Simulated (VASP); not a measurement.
# Ni (Pm-3m) in VASP: further runs

Runs on Ni. Level: RPBE. Tasks: single point, relaxation of cell and atoms.

Program: VASP 6.6.1. These are calculated values, not measurements. Logs are shortened: lines on timing, memory, paths and dates and some standing lists are left out, and cuts for length are marked.

**1. The cell of the first run**

Symmetry: Pm-3m, No. 221, cubic system. Conventional cell: a = 2.287 Å, b = 2.287 Å, c = 2.287 Å, α = 90.00°, β = 90.00°, γ = 90.00°. Within 3.0 Å of Ni (site symmetry m-3m) lie 6 Ni at 2.29 Å.

This isn't the form of Ni at room conditions, which is fcc.

**2. Single point, RPBE (11.97 Å³/atom)**

INCAR

```
SYSTEM = Ni
PREC = Accurate
ENCUT = 520
EDIFF = 1E-6
ISMEAR = -1
SIGMA = 0.1
LREAL = .False.
LASPH = .True.
NELM = 100
ALGO = Normal
ISIF = 2
LWAVE = .False.
LCHARG = .False.
GGA = RP
NBANDS = 11
```

KPOINTS

```
Automatic mesh
0
Gamma
  22 22 22
  0 0 0
```

POSCAR

```
Ni
1.0
    2.2874286405      0.0000000000      0.0000000000
    0.0000000000      2.2874286405      0.0000000000
    0.0000000000      0.0000000000      2.2874286405
Ni
1
Direct
    0.0000000000      0.0000000000      0.0000000000
```

Potentials or basis: VASP PAW PBE potentials, release 64 (Ni).

Started as:

```sh
> cat potpaw_PBE.64/Ni/POTCAR > POTCAR
> mpirun -np 1 vasp_std > vasp.out
```

OUTCAR:

```text
SYSTEM = Ni
   PREC = Accurate
   ENCUT = 520
   EDIFF = 1E-6
   ISMEAR = -1
   LREAL = .False.
   LASPH = .True.
   NELM = 100
   ISIF = 2
   GGA = RP

 ion  position               nearest neighbor table
   1  0.000  0.000  0.000-

  LATTYP: Found a simple cubic cell.
 ALAT       =     2.2874286405

  Lattice vectors:

 A1 = (   2.2874286405,   0.0000000000,   0.0000000000)
 A2 = (   0.0000000000,   2.2874286405,   0.0000000000)
 A3 = (   0.0000000000,   0.0000000000,   2.2874286405)

Analysis of symmetry for initial positions (statically):
=====================================================================
 Subroutine PRICEL returns:
 Original cell was already a primitive cell.

 Routine SETGRP: Setting up the symmetry group for a
 simple cubic supercell.

 Subroutine GETGRP returns: Found 48 space group operations
 (whereof 48 operations were pure point group operations)
 out of a pool of 48 trial point group operations.

The static configuration has the point symmetry O_h .

Analysis of symmetry for dynamics (positions and initial velocities):
=====================================================================
 Subroutine PRICEL returns:
 Original cell was already a primitive cell.

 Routine SETGRP: Setting up the symmetry group for a
 simple cubic supercell.

 Subroutine GETGRP returns: Found 48 space group operations
 (whereof 48 operations were pure point group operations)
 out of a pool of 48 trial point group operations.

The dynamic configuration has the point symmetry O_h .

 Subroutine INISYM returns: Found 48 space group operations
 (whereof 48 operations are pure point group operations),
 and found     1 'primitive' translations

----------------------------------------------------------------------------------------

                                     Primitive cell

  volume of cell :      11.9686

  direct lattice vectors                    reciprocal lattice vectors
     2.287428640  0.000000000  0.000000000     0.437172108  0.000000000  0.000000000
     0.000000000  2.287428640  0.000000000     0.000000000  0.437172108  0.000000000
     0.000000000  0.000000000  2.287428640     0.000000000  0.000000000  0.437172108

  length of vectors
     2.287428640  2.287428640  2.287428640     0.437172108  0.437172108  0.437172108

  position of ions in fractional coordinates (direct lattice)
     0.000000000  0.000000000  0.000000000

  ion indices of the primitive-cell ions
   primitive index   ion index
                 1           1

----------------------------------------------------------------------------------------

 KPOINTS: Automatic mesh

Automatic generation of k-mesh.
 Grid dimensions read from file:
 generate k-points for:   22   22   22

 Generating k-lattice:

  Cartesian coordinates                     Fractional coordinates (reciprocal lattice)
     0.019871459  0.000000000  0.000000000     0.045454545  0.000000000  0.000000000
     0.000000000  0.019871459  0.000000000     0.000000000  0.045454545  0.000000000
     0.000000000  0.000000000  0.019871459     0.000000000  0.000000000  0.045454545

  Length of vectors
     0.019871459  0.019871459  0.019871459

  Shift w.r.t. Gamma in fractional coordinates (k-lattice)
     0.000000000  0.000000000  0.000000000

 Subroutine IBZKPT returns following result:
 ===========================================

 Found    364 irreducible k-points:

 Following reciprocal coordinates:
            Coordinates               Weight
  0.000000  0.000000  0.000000      1.000000
  0.045455  0.000000  0.000000      6.000000
  0.090909  0.000000  0.000000      6.000000
  0.136364  0.000000  0.000000      6.000000
  0.181818  0.000000  0.000000      6.000000
  0.227273  0.000000  0.000000      6.000000
[... 16 lines left out ...]
  0.500000  0.045455  0.000000     12.000000
  0.090909  0.090909  0.000000     12.000000
 [... further k-points ...]
   k-points           NKPTS =    364   k-points in BZ     NKDIM =    364   number of bands    NBANDS=     11
   number of dos      NEDOS =    301   number of ions     NIONS =      1
   total plane-waves  NPLWV =   5832
   dimension x,y,z NGX =    18 NGY =   18 NGZ =   18
   dimension x,y,z NGXF=    36 NGYF=   36 NGZF=   36
   ions per type =               1
   NGX,Y,Z   is equivalent  to a cutoff of  13.08, 13.08, 13.08 a.u.
   NGXF,Y,Z  is equivalent  to a cutoff of  26.16, 26.16, 26.16 a.u.
 SYSTEM =  Ni
   PREC   = accura    normal or accurate (medium, high low for compatibility)
   ISTART =      0    job   : 0-new  1-cont  2-samecut
   ICHARG =      2    charge: 1-file 2-atom 10-const
   ISPIN  =      1    spin polarized calculation?
   LNONCOLLINEAR =      F non collinear calculations
   LSORBIT =      F    spin-orbit coupling
   LASPH  =      T    aspherical Exc in radial PAW
   ENCUT  =  520.0 eV  38.22 Ry    6.18 a.u.   4.25  4.25  4.25*2*pi/ulx,y,z
   NELM   =    100;   NELMIN=  2; NELMDL= -5     # of ELM steps
   EDIFF  = 0.1E-05   stopping-criterion for ELM
   LREAL  =      F    real-space projection
[... 7 lines left out ...]
   TEBEG  =    0.0;   TEEND  =   0.0 temperature during run
   PSTRESS=    0.0 pullay stress
   NELECT =      10.0000    total number of electrons
   NUPDOWN=      -1.0000    fix difference up-down
   EMIN   =  10.00;   EMAX   =-10.00  energy-range for DOS
   EFERMI =   0.00;   METHOD = LEGACY
   ISMEAR =    -1;   SIGMA  =   0.10  broadening in eV -4-tet -1-fermi 0-gaus
   EFERMI_NEDOS =   21; number of points for ismear=-14 and -15
   IALGO  =     38    algorithm
   IMIX   =      4    mixing-type and parameters
     AMIX     =   0.40;   BMIX     =  1.00
     AMIX_MAG =   1.60;   BMIX_MAG =  1.00
  volume/ion in A,a.u.               =      11.97        80.77
  Fermi-wavevector in a.u.,A,eV,Ry     =   1.541916  2.913798 32.347903  2.377504
  Thomas-Fermi vector in A             =   2.647794
   LORBIT       =      0    0 simple, 1 ext, 2 COOP (PROOUT), +10 PAW based schemes
   GGA     = RP    functional components
   LHFCALC =     F    Hartree Fock is set to
   AEXX    =    0.0000 exact exchange contribution
   IVDW    =     0    specifies the selected vdW correction
   LEPSILON=     F    determine dielectric tensor
   LRPA    =     F    only Hartree local field effects (RPA)
 non-spin polarized calculation
  energy-cutoff  :      520.00
  volume of cell :       11.97
 maximum number of plane-waves:       341
 NGX is ok and might be reduce to    18
   NGX =  9   NGY =  9   NGZ =  9

 number of electron      10.0000001 magnetization

 Free energy of the ion-electron system (eV)
  ---------------------------------------------------
  ext. energy  EPLUGINS =         0.00000000
  ---------------------------------------------------
  free energy    TOTEN  =        -4.26139123 eV

  energy without entropy =       -4.18798058  energy(sigma->0) =       -4.22468590

 E-fermi :   8.2046     XC(G=0): -12.4773

 val. band max:        8.2004777688   @ k =   0.2727   0.0909   0.0455
 cond. band min:       8.2055171368   @ k =   0.4091   0.3636   0.2273
 fundamental gap:      0.0050393680
 Fermi energy:         8.2045669711

 k-point     1 :       0.0000    0.0000    0.0000
  band No.  band energies     occupation
      1      -0.0311      2.00000
      2       4.6952      2.00000
      3       4.6952      2.00000
      4       8.2569      0.74406
      5       8.2569      0.74406
      6       8.2569      0.74406
      7      28.3716      0.00000
      8      28.3716      0.00000
      9      28.3716      0.00000
     10      32.2605      0.00000
     11      32.2605      0.00000

 k-point     2 :       0.0455    0.0000    0.0000
  band No.  band energies     occupation
      1       0.0326      2.00000
      2       4.7044      2.00000
      3       4.7245      2.00000
      4       8.2318      0.86475
      5       8.2318      0.86474
      6       8.2589      0.73473
      7      27.4031      0.00000
      8      28.4587      0.00000
      9      28.4587      0.00000
     10      32.2720      0.00000
     11      33.0032      0.00000

 k-point     3 :       0.0909    0.0000    0.0000
  band No.  band energies     occupation
      1       0.2218      2.00000
      2       4.7313      2.00000
      3       4.8112      2.00000
      4       8.1590      1.22406
      5       8.1590      1.22406
      6       8.2648      0.70777
      7      25.5624      0.00000
      8      28.7172      0.00000
      9      28.7172      0.00000
     10      32.3063      0.00000
     11      34.0008      0.00000

 k-point     4 :       0.1364    0.0000    0.0000
  band No.  band energies     occupation
      1       0.5317      2.00000
      2       4.7740      2.00000
      3       4.9514      2.00000
      4       8.0460      1.65991
      5       8.0460      1.65991
      6       8.2740      0.66621
      7      23.5741      0.00000
      8      29.1400      0.00000
      9      29.1400      0.00000
     10      32.3634      0.00000
     11      34.5557      0.00000
[... 239 lines left out ...]
 k-point    22 :       0.4545    0.0455    0.0000
  band No.  band energies     occupation
      1       4.2454      2.00000
      2       5.1834      2.00000
      3       6.5713      2.00000
      4       7.1508      1.99995
      5       7.5286      1.99768
      6       8.3326      0.43495
      7      12.6801      0.00000
      8      32.5865      0.00000
      9      34.6342      0.00000
     10      35.5735      0.00000
     11      35.6722      0.00000

 k-point    23 :       0.5000    0.0455    0.0000
  band No.  band energies     occupation
      1       4.3693      2.00000
      2       5.1936      2.00000
      3       6.6025      2.00000
      4       7.1298      1.99996
      5       7.6244      1.99397
      6       8.3347      0.42792
      7      12.3376      0.00000
      8      32.7666      0.00000
      9      35.0881      0.00000
     10      35.2213      0.00000
     11      36.2099      0.00000

 k-point    24 :       0.0909    0.0909    0.0000
  band No.  band energies     occupation
      1       0.4725      2.00000
      2       4.8063      2.00000
      3       4.8900      2.00000
      4       8.0587      1.62273
      5       8.1517      1.25831
      6       8.1841      1.10192
      7      25.5221      0.00000
      8      26.1860      0.00000
      9      29.0602      0.00000
     10      33.1522      0.00000
     11      35.7231      0.00000

 [... further k-points ...]

------------------------ aborting loop because EDIFF is reached ----------------------------------------

  FORCE on cell =-STRESS in cart. coord.  units (eV):
  Direction    XX          YY          ZZ          XY          YZ          ZX
  --------------------------------------------------------------------------------------
  -------------------------------------------------------------------------------------
  Total        0.9786277      0.9786277      0.9786277     -0.0000000     -0.0000000      0.0000000
  in kB      131.0042577    131.0042577    131.0042577     -0.0000000     -0.0000000      0.0000000
  external PRESSURE =     131.0042577 kB  Pullay stress =       0.0000000 kB

 VOLUME and BASIS-vectors are now :
 -----------------------------------------------------------------------------
  energy-cutoff  :      520.00
  volume of cell :       11.97
      direct lattice vectors                 reciprocal lattice vectors
     2.287428640  0.000000000  0.000000000     0.437172108  0.000000000  0.000000000
     0.000000000  2.287428640  0.000000000     0.000000000  0.437172108  0.000000000
     0.000000000  0.000000000  2.287428640     0.000000000  0.000000000  0.437172108

 POSITION                                       TOTAL-FORCE (eV/Angst)
 -----------------------------------------------------------------------------------
      0.00000      0.00000      0.00000         0.000000      0.000000      0.000000
 -----------------------------------------------------------------------------------
    total drift:                               -0.000000      0.000000      0.000000

  FREE ENERGIE OF THE ION-ELECTRON SYSTEM (eV)
  ---------------------------------------------------
  free  energy   TOTEN  =        -4.2613912285 eV

  energy  without entropy=       -4.1879805759  energy(sigma->0) =       -4.22468590
```

Wall time 34 s (1 thread of Intel Xeon 8259CL, shared host); peak memory 0.16 GiB.

What came out:

- Free energy: -4.2614 eV
- Pressure: 13.1 GPa
- Band gap on the k mesh: zero (bands 5 and 6 overlap by 1.34 eV)

Levels at points of the mesh, in eV from the Fermi level:
```
           k point  band 3  band 4  band 5  band 6  band 7  band 8
(0.00, 0.00, 0.00)   -3.51    0.05    0.05    0.05   20.17   20.17
(0.50, 0.00, 0.00)   -1.14   -1.08   -1.08    0.15    4.12   24.97
(0.50, 0.50, 0.00)   -0.85   -0.85    0.82    5.43    5.43   11.67
(0.50, 0.50, 0.50)   -3.15    0.88    0.88   12.40   12.40   12.40
```

Caveat: the cell stands under pressure; the PAW data sets were made with another functional, which shifts forces and pressure a little; the run has no spin polarisation, though such a crystal can be magnetic.

(Continued in part 2 of 2.)
